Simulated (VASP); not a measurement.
# SbAu3S3 (Pm) in VASP: single point with PBE

Aim: the single point of SbAu3S3 with PBE.

Everything below comes from runs of VASP 6.6.1. Logs are shortened: lines on timing, memory, paths and dates and some standing lists are left out, and cuts for length are marked.

### 1 The cell of the first run

Symmetry: Pm, No. 6, monoclinic system. The conventional cell has a = 5.580 Å, b = 5.425 Å, c = 5.582 Å, α = 90.00°, β = 107.86°, γ = 90.00°. Sb (site symmetry m) has 5 Au at 2.70 to 2.99 Å and 2 S at 2.80 Å within 3.6 Å. S (site symmetry m) has 1 S at 2.05 Å within 2.7 Å. S (site symmetry m) has 1 S at 2.05 Å within 2.7 Å. S (site symmetry m) has 2 S at 2.05 Å within 2.7 Å. Au (site symmetry m) has 1 Sb at 2.70 Å and 4 Au at 2.74 to 3.05 Å within 3.6 Å. Within 3.6 Å of Au (site symmetry m) lie 2 S at 2.73 Å and 3 Au at 2.74 to 3.05 Å and 2 Sb at 2.77 to 2.82 Å. Within 3.6 Å of Au (site symmetry m) lie 4 S at 2.73 to 3.56 Å and 3 Au at 2.78 to 2.90 Å and 2 Sb at 2.80 to 2.99 Å.

### 2 Single point, PBE, collinear spin, ferromagnetic start

INCAR

```
SYSTEM = SbAu3S3
ALGO = Normal ; EDIFF = 1E-7
ENCUT = 520 ; GGA = PE
ISIF = 2 ; ISMEAR = 0
ISPIN = 2 ; LASPH = .True.
LCHARG = .False. ; LMAXMIX = 4
LORBIT = 11 ; LREAL = .False.
LUSENCCL = .False. ; LWAVE = .False.
MAGMOM = 0 0 0 0 1 1 1 ; NBANDS = 41
NELM = 150 ; PREC = Accurate
SIGMA = 0.1
```

KPOINTS

```
k-points
0
Gamma
  4 4 4
  0 0 0
```

POSCAR

```
SbAu3S3
1.0
    5.5803199455      0.0000000000      0.0000000000
    0.0000000000      5.4254110740      0.0000000000
   -1.7119359526      0.0000000000      5.3125915286
Sb S Au
1 3 3
Direct
    0.8197741423      0.5000000000      0.0842250763
    0.3840351263      0.0000000000      0.1266546171
    0.9745294751      0.0000000000      0.5554542406
    0.7654965932      0.0000000000      0.1826433219
    0.4675740991      0.5000000000      0.6267807960
    0.3241215203      0.5000000000      0.1120345553
    0.9655785735      0.5000000000      0.6110978629
```

Potentials or basis: VASP PAW PBE potentials, release 64 (Sb, S, Au).

Run with:

```sh
cat potpaw_PBE.64/Sb/POTCAR potpaw_PBE.64/S/POTCAR potpaw_PBE.64/Au/POTCAR > POTCAR
mpirun -np 1 vasp_std > vasp.out
```

OUTCAR:

```text
SYSTEM = SbAu3S3
   EDIFF = 1E-7
   ENCUT = 520
   GGA = PE
   ISIF = 2
   ISMEAR = 0
   ISPIN = 2
   LASPH = .True.
   LORBIT = 11
   LREAL = .False.
   NELM = 150
   PREC = Accurate

 ion  position               nearest neighbor table
   1  0.820  0.500  0.084-   5 2.70   6 2.77   7 2.80   4 2.80   4 2.80   6 2.82   7 2.99
   2  0.384  0.000  0.127-   4 2.05   6 2.73   6 2.73
   3  0.975  0.000  0.555-   4 2.05   7 2.73   7 2.73
   4  0.765  0.000  0.183-   3 2.05   2 2.05   1 2.80   1 2.80
   5  0.468  0.500  0.627-   1 2.70   6 2.74   7 2.78   7 2.81   6 3.05
   6  0.324  0.500  0.112-   2 2.73   2 2.73   5 2.74   1 2.77   1 2.82   7 2.90   5 3.05
   7  0.966  0.500  0.611-   3 2.73   3 2.73   5 2.78   1 2.80   5 2.81   6 2.90   1 2.99

  LATTYP: Found a simple monoclinic cell.
 ALAT       =     5.5803199455
 B/A-ratio  =     0.9722401452
 C/A-ratio  =     1.0002309106
 COS(beta)  =    -0.3067101450

  Lattice vectors:

 A1 = (   5.5803199455,   0.0000000000,   0.0000000000)
 A2 = (   0.0000000000,   5.4254110740,   0.0000000000)
 A3 = (  -1.7119359526,   0.0000000000,   5.3125915286)

Analysis of symmetry for initial positions (statically):
=====================================================================
 Subroutine PRICEL returns:
 Original cell was already a primitive cell.

 Routine SETGRP: Setting up the symmetry group for a
 simple monoclinic supercell.

 Subroutine GETGRP returns: Found  2 space group operations
 (whereof  2 operations were pure point group operations)
 out of a pool of  4 trial point group operations.

The static configuration has the point symmetry C_1h.

Analysis of symmetry for dynamics (positions and initial velocities):
=====================================================================
 Subroutine PRICEL returns:
 Original cell was already a primitive cell.

 Routine SETGRP: Setting up the symmetry group for a
 simple monoclinic supercell.

 Subroutine GETGRP returns: Found  2 space group operations
 (whereof  2 operations were pure point group operations)
 out of a pool of  4 trial point group operations.

The dynamic configuration has the point symmetry C_1h.

Analysis of structural, dynamic, and magnetic symmetry:
=====================================================================
 Subroutine PRICEL returns:
 Original cell was already a primitive cell.

 Routine SETGRP: Setting up the symmetry group for a
 simple monoclinic supercell.

 Subroutine GETGRP returns: Found  2 space group operations
 (whereof  2 operations were pure point group operations)
 out of a pool of  4 trial point group operations.

The overall configuration has the point symmetry C_1h.

 Subroutine INISYM returns: Found  2 space group operations
 (whereof  2 operations are pure point group operations),
 and found     1 'primitive' translations

----------------------------------------------------------------------------------------

                                     Primitive cell

  volume of cell :     160.8415

  direct lattice vectors                    reciprocal lattice vectors
     5.580319946  0.000000000  0.000000000     0.179201195 -0.000000000  0.057746011
     0.000000000  5.425411074  0.000000000     0.000000000  0.184317831 -0.000000000
    -1.711935953  0.000000000  5.312591529     0.000000000  0.000000000  0.188232051

  length of vectors
     5.580319946  5.425411074  5.581608501     0.188275516  0.184317831  0.188232051

  position of ions in fractional coordinates (direct lattice)
     0.819774142  0.500000000  0.084225076
     0.384035126  0.000000000  0.126654617
     0.974529475  0.000000000  0.555454241
     0.765496593  0.000000000  0.182643322
     0.467574099  0.500000000  0.626780796
     0.324121520  0.500000000  0.112034555
     0.965578573  0.500000000  0.611097863

  ion indices of the primitive-cell ions
   primitive index   ion index
                 1           1
                 2           2
                 3           3
                 4           4
                 5           5
                 6           6
                 7           7

----------------------------------------------------------------------------------------

 KPOINTS: k-points

[... 52 lines left out ...]
   dimension x,y,z NGX =    42 NGY =   40 NGZ =   42
   dimension x,y,z NGXF=    84 NGYF=   80 NGZF=   84
   ions per type =               1   3   3
   NGX,Y,Z   is equivalent  to a cutoff of  12.51, 12.26, 12.51 a.u.
   NGXF,Y,Z  is equivalent  to a cutoff of  25.02, 24.51, 25.02 a.u.
 SYSTEM =  SbAu3S3
   PREC   = accura    normal or accurate (medium, high low for compatibility)
   ISTART =      0    job   : 0-new  1-cont  2-samecut
   ICHARG =      2    charge: 1-file 2-atom 10-const
   ISPIN  =      2    spin polarized calculation?
   LNONCOLLINEAR =      F non collinear calculations
   LSORBIT =      F    spin-orbit coupling
   LASPH  =      T    aspherical Exc in radial PAW
   ENCUT  =  520.0 eV  38.22 Ry    6.18 a.u.  10.38 10.09 10.38*2*pi/ulx,y,z
   NELM   =    150;   NELMIN=  2; NELMDL= -5     # of ELM steps
   EDIFF  = 0.1E-06   stopping-criterion for ELM
   LREAL  =      F    real-space projection
   EDIFFG = 0.1E-05   stopping-criterion for IOM
   NSW    =      0    number of steps for IOM
   IBRION =     -1    ionic relax: 0-MD 1-quasi-New 2-CG
   NFREE  =      0    steps in history (QN), initial steepest desc. (CG)
   ISIF   =      2    stress and relaxation
   ISYM   =      2    0-nonsym 1-usesym 2-fastsym
   POTIM  = 0.5000    time-step for ionic-motion
   TEBEG  =    0.0;   TEEND  =   0.0 temperature during run
   PSTRESS=    0.0 pullay stress
   NELECT =      56.0000    total number of electrons
   NUPDOWN=      -1.0000    fix difference up-down
   EMIN   =  10.00;   EMAX   =-10.00  energy-range for DOS
   EFERMI =   0.00;   METHOD = LEGACY
   ISMEAR =     0;   SIGMA  =   0.10  broadening in eV -4-tet -1-fermi 0-gaus
   EFERMI_NEDOS =   21; number of points for ismear=-14 and -15
   IALGO  =     38    algorithm
   IMIX   =      4    mixing-type and parameters
     AMIX     =   0.40;   BMIX     =  1.00
     AMIX_MAG =   1.60;   BMIX_MAG =  1.00
  volume/ion in A,a.u.               =      22.98       155.06
  Fermi-wavevector in a.u.,A,eV,Ry     =   1.151697  2.176391 18.046839  1.326405
  Thomas-Fermi vector in A             =   2.288353
   LORBIT       =     11    0 simple, 1 ext, 2 COOP (PROOUT), +10 PAW based schemes
   GGA     = PE    functional components
   LHFCALC =     F    Hartree Fock is set to
   AEXX    =    0.0000 exact exchange contribution
   IVDW    =     0    specifies the selected vdW correction
   LEPSILON=     F    determine dielectric tensor
   LRPA    =     F    only Hartree local field effects (RPA)
 spin polarized calculation
 Gauss-broadening in eV      SIGMA  =   0.10
  energy-cutoff  :      520.00
  volume of cell :      160.84
 maximum number of plane-waves:      4361
 NGX is ok and might be reduce to    42
   NGX = 21   NGY = 21   NGZ = 21

 number of electron      55.9999991 magnetization      -0.0000854

 number of electron      55.9999991 magnetization       0.0000185

 Free energy of the ion-electron system (eV)
  ---------------------------------------------------
  ext. energy  EPLUGINS =         0.00000000
  ---------------------------------------------------
  free energy    TOTEN  =       -25.07390016 eV

  energy without entropy =      -25.06537351  energy(sigma->0) =      -25.06963684

 E-fermi :   5.5772     XC(G=0):  -9.9417

 val. band max:        5.5626950857   @ k =   0.5000   0.2500   0.5000
 cond. band min:       5.6314845701   @ k =   0.0000   0.0000   0.5000
 fundamental gap:      0.0687894844
 Fermi energy:         5.5771883621

 spin component 1

 k-point     1 :       0.0000    0.0000    0.0000
  band No.  band energies     occupation
      1     -11.2179      1.00000
      2      -7.8211      1.00000
      3      -5.5778      1.00000
      4      -4.7069      1.00000
      5      -1.1320      1.00000
      6      -0.8352      1.00000
[... 1021 lines left out ...]
     39      12.7522      0.00000
     40      13.2414      0.00000

 [... further k-points ...]

 spin component 2

 k-point     1 :       0.0000    0.0000    0.0000
  band No.  band energies     occupation
      1     -11.2179      1.00000
      2      -7.8211      1.00000
      3      -5.5778      1.00000
      4      -4.7069      1.00000
      5      -1.1320      1.00000
      6      -0.8352      1.00000
[... 1021 lines left out ...]
     39      12.7522      0.00000
     40      13.2414      0.00000

 [... further k-points ...]

 [bands above 40 left out]

------------------------ aborting loop because EDIFF is reached ----------------------------------------

  FORCE on cell =-STRESS in cart. coord.  units (eV):
  Direction    XX          YY          ZZ          XY          YZ          ZX
  --------------------------------------------------------------------------------------
  -------------------------------------------------------------------------------------
  Total       -0.3034005      0.0232940     -0.2142136      0.0000000      0.0000000     -0.1225746
  in kB       -3.0222380      0.2320369     -2.1338278      0.0000000      0.0000000     -1.2209920
  external PRESSURE =      -1.6413430 kB  Pullay stress =       0.0000000 kB

 VOLUME and BASIS-vectors are now :
 -----------------------------------------------------------------------------
  energy-cutoff  :      520.00
  volume of cell :      160.84
      direct lattice vectors                 reciprocal lattice vectors
     5.580319946  0.000000000  0.000000000     0.179201195 -0.000000000  0.057746011
     0.000000000  5.425411074  0.000000000     0.000000000  0.184317831 -0.000000000
    -1.711935953  0.000000000  5.312591529     0.000000000  0.000000000  0.188232051

 POSITION                                       TOTAL-FORCE (eV/Angst)
 -----------------------------------------------------------------------------------
      4.43041      2.71271      0.44745         0.021251      0.000000      0.051379
      1.92621      0.00000      0.67286         0.124664      0.000000     -0.001496
      4.48728      0.00000      2.95090        -0.019214      0.000000     -0.124941
      3.95904      0.00000      0.97031        -0.109590      0.000000      0.104172
      1.53620      2.71271      3.32983        -0.020061      0.000000     -0.038105
      1.61691      2.71271      0.59519        -0.024537      0.000000     -0.011696
      4.34208      2.71271      3.24651         0.027486      0.000000      0.020687
 -----------------------------------------------------------------------------------
    total drift:                               -0.000406     -0.000000      0.000099

  FREE ENERGIE OF THE ION-ELECTRON SYSTEM (eV)
  ---------------------------------------------------
  free  energy   TOTEN  =       -25.0739001595 eV

  energy  without entropy=      -25.0653735137  energy(sigma->0) =      -25.06963684

 total charge

# of ion       s       p       d       tot
------------------------------------------
    1        1.211   1.050   0.065   2.326
    2        1.381   2.243   0.000   3.624
    3        1.386   2.226   0.000   3.612
    4        1.357   2.233   0.000   3.590
    5        0.629   0.220   8.782   9.631
    6        0.587   0.309   8.731   9.626
    7        0.583   0.297   8.733   9.613
--------------------------------------------------
tot          7.134   8.578  26.311  42.023

 magnetization (x)

# of ion       s       p       d       tot
------------------------------------------
    1       -0.000   0.000   0.000   0.000
    2        0.000  -0.000   0.000  -0.000
    3        0.000   0.000   0.000   0.000
    4        0.000  -0.000   0.000   0.000
    5        0.000   0.000  -0.000  -0.000
    6       -0.000   0.000  -0.000  -0.000
    7        0.000   0.000  -0.000  -0.000
--------------------------------------------------
tot          0.000   0.000  -0.000  -0.000
```

It took 3.1 min on 1 × NVIDIA H100 80GB with 1 thread of AMD EPYC 7R13 (Zen 3), shared host; peak memory 1.5 GiB.

Results:

| Property | Result |
| --- | --- |
| Free energy | -25.0739 eV |
| Pressure | -0.2 GPa |
| Largest force | 0.151 eV/Å |
| Band gap on the k mesh | zero (filled and empty bands overlap) |
| Net moment | 0.00 μB per cell |
| Valence electrons inside the program's atomic spheres | Sb 2.33; S 3.62, 3.61, 3.59; Au 9.63, 9.61 |

Forces in eV/Å, atoms in the order of the input:
```
Sb   0.021  0.000  0.051
S    0.125  0.000 -0.001
S   -0.019  0.000 -0.125
S   -0.110  0.000  0.104
Au  -0.020  0.000 -0.038
Au  -0.025  0.000 -0.012
Au   0.027  0.000  0.021
```

Stress tensor (GPa, compression positive):
```
-0.30  0.00 -0.12
 0.00  0.02  0.00
-0.12  0.00 -0.21
```

Levels at points of the mesh, in eV from the Fermi level:
Spin up:
```csv
k point,band 25,band 26,band 27,band 28,band 29,band 30,band 31,band 32
"(0.00, 0.00, 0.00)",-2.07,-1.79,-1.54,-1.10,-0.84,1.05,1.68,1.72
"(0.50, 0.00, 0.00)",-2.37,-1.90,-1.68,-0.86,-0.76,1.26,2.54,2.92
"(0.00, 0.50, 0.00)",-1.46,-1.26,-1.22,-0.48,-0.02,1.59,1.78,2.08
"(0.50, 0.50, 0.00)",-2.05,-1.57,-0.56,0.64,0.74,1.36,1.94,2.71
"(0.00, 0.00, 0.50)",-2.00,-1.92,-1.65,-1.44,0.05,1.84,2.46,2.75
"(0.50, 0.00, 0.50)",-2.28,-2.21,-1.77,-1.38,-0.99,1.11,2.30,2.73
"(0.00, 0.50, 0.50)",-1.94,-1.42,-0.42,0.51,0.67,1.41,2.61,2.76
"(0.50, 0.50, 0.50)",-2.04,-2.00,-0.96,0.80,1.22,1.25,1.50,2.31
```
Spin down:
| k point | band 24 | band 25 | band 26 | band 27 | band 28 | band 29 | band 30 | band 31 | band 32 | band 33 |
| --- | --- | --- | --- | --- | --- | --- | --- | --- | --- | --- |
| (0.00, 0.00, 0.00) | -2.26 | -2.07 | -1.79 | -1.54 | -1.10 | -0.84 | 1.05 | 1.68 | 1.72 | 2.81 |
| (0.50, 0.00, 0.00) | -2.62 | -2.37 | -1.90 | -1.68 | -0.86 | -0.76 | 1.26 | 2.54 | 2.92 | 3.28 |
| (0.00, 0.50, 0.00) | -1.83 | -1.46 | -1.26 | -1.22 | -0.48 | -0.02 | 1.59 | 1.78 | 2.08 | 3.45 |
| (0.50, 0.50, 0.00) | -2.31 | -2.05 | -1.57 | -0.56 | 0.64 | 0.74 | 1.36 | 1.94 | 2.71 | 3.17 |
| (0.00, 0.00, 0.50) | -2.37 | -2.00 | -1.92 | -1.65 | -1.44 | 0.05 | 1.84 | 2.46 | 2.75 | 3.16 |
| (0.50, 0.00, 0.50) | -2.58 | -2.28 | -2.21 | -1.77 | -1.38 | -0.99 | 1.11 | 2.30 | 2.73 | 4.34 |
| (0.00, 0.50, 0.50) | -2.21 | -1.94 | -1.42 | -0.42 | 0.51 | 0.67 | 1.41 | 2.61 | 2.76 | 3.26 |
| (0.50, 0.50, 0.50) | -2.28 | -2.04 | -2.00 | -0.96 | 0.80 | 1.22 | 1.25 | 1.50 | 2.31 | 4.20 |

Caveat: spin-orbit coupling is left out, which moves the levels of the heavy elements.
